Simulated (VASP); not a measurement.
# Sb: electric field gradients with LDA

Sb:

```
CELL_PARAMETERS angstrom
2.10670 1.21630 3.66757
-2.10670 1.21630 3.66757
0.00000 -2.43261 3.66757
ATOMIC_POSITIONS crystal
Sb 0.23364 0.23364 0.23364
Sb 0.76636 0.76636 0.76636
```

```
Program                : VASP 6.6.1
Task                   : electric field gradients
Functional             : LDA
Potentials or basis    : VASP PAW LDA potentials, release 64 (Sb_d_GW)
Cutoff                 : 400 eV
k mesh                 : 12 × 12 × 12
Occupations            : fermi-dirac, width 0.03 eV
Spin                   : no spin polarisation
Dipole correction      : no
Further INCAR settings : ALGO = Normal; EDIFF = 1e-08; NBANDS = 22
```

* Pressure: 3.0 GPa
* Largest force: 0.416 eV/Å
* Band gap on the k mesh: zero (bands 15 and 16 overlap by 0.38 eV)
* Largest electric field gradient by atom: Sb -45.5 V/Å²

Forces in eV/Å, atoms in the order of the input:
```
Sb   0.000  0.000  0.416
Sb   0.000  0.000 -0.416
```

Stress tensor (GPa, compression positive):
```
3.41 0.00 0.00
0.00 3.41 0.00
0.00 0.00 2.13
```

Levels at points of the mesh, in eV from the Fermi level:
```csv
k point,band 13,band 14,band 15,band 16,band 17,band 18
"(0.00, 0.00, 0.00)",-2.25,-1.95,-1.95,2.10,2.77,2.77
"(0.50, 0.00, 0.00)",-2.09,-1.97,-0.35,-0.23,0.14,0.40
"(0.50, 0.50, 0.00)",-5.85,-4.09,-3.98,1.32,5.23,5.78
"(0.50, 0.50, 0.50)",-1.43,-1.43,-0.44,0.02,0.02,1.20
```

Electric field gradients, principal values (V/Å²):
| atom | least | middle | greatest (by size) |
| --- | --- | --- | --- |
| 1 Sb | 22.764 | 22.764 | -45.528 |
| 2 Sb | 22.764 | 22.764 | -45.528 |

It took 2.8 min on 1 thread of Intel(R) Xeon(R) Platinum 8259CL CPU @ 2.50GHz (Skylake/Cascade Lake), with other jobs on the host, peak memory 0.27 GiB.

Caveat: without QUAD_EFG the Cq values of the log hold for a quadrupole moment of 1 mb, not for the nuclei; spin-orbit coupling is left out, which moves the levels of the heavy elements.
